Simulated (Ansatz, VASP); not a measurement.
## Two plane-wave programs on SnO2

```xyz
6
Lattice="4.7690 0.0000 0.0000 0.0000 4.7690 0.0000 0.0000 0.0000 3.2121" Properties=species:S:1:pos:R:3 pbc="T T T"
Sn    0.0000    0.0000    0.0000
Sn    2.3845    2.3845    1.6060
O     1.4606    1.4606    0.0000
O     0.9239    3.8451    1.6060
O     3.3084    3.3084    0.0000
O     3.8451    0.9239    1.6060
```

Alike in both runs: task relaxation of cell and atoms; functional PBEsol; k mesh 6 × 6 × 8; no spin polarisation.

|  | VASP | Ansatz |
| --- | --- | --- |
| version | VASP 6.6.1 | Ansatz 0.2.0 |
| potentials or method | VASP PAW PBE potentials, release 64 (Sn_d, O), cutoff 600 eV | scalar-relativistic, plane waves, PAW |
| occupations | gaussian, width 0.01 eV | fixed |
| valence electrons in the cell | 52 | 52 |

VASP gave:

- gap on the k mesh at the Fermi level, each at its own relaxed structure (eV): 0.89
- relaxed volume (Å³/atom): 12.20
- relaxed length of the cell vector where the two differ most in proportion (Å): 3.216

Q: Which values does Ansatz return?

A: gap on the k mesh at the Fermi level, each at its own relaxed structure (eV): 0.92; relaxed volume (Å³/atom): 12.18; relaxed length of the cell vector where the two differ most in proportion (Å): 3.212.

VASP's potentials were made for PBE, not for PBEsol.
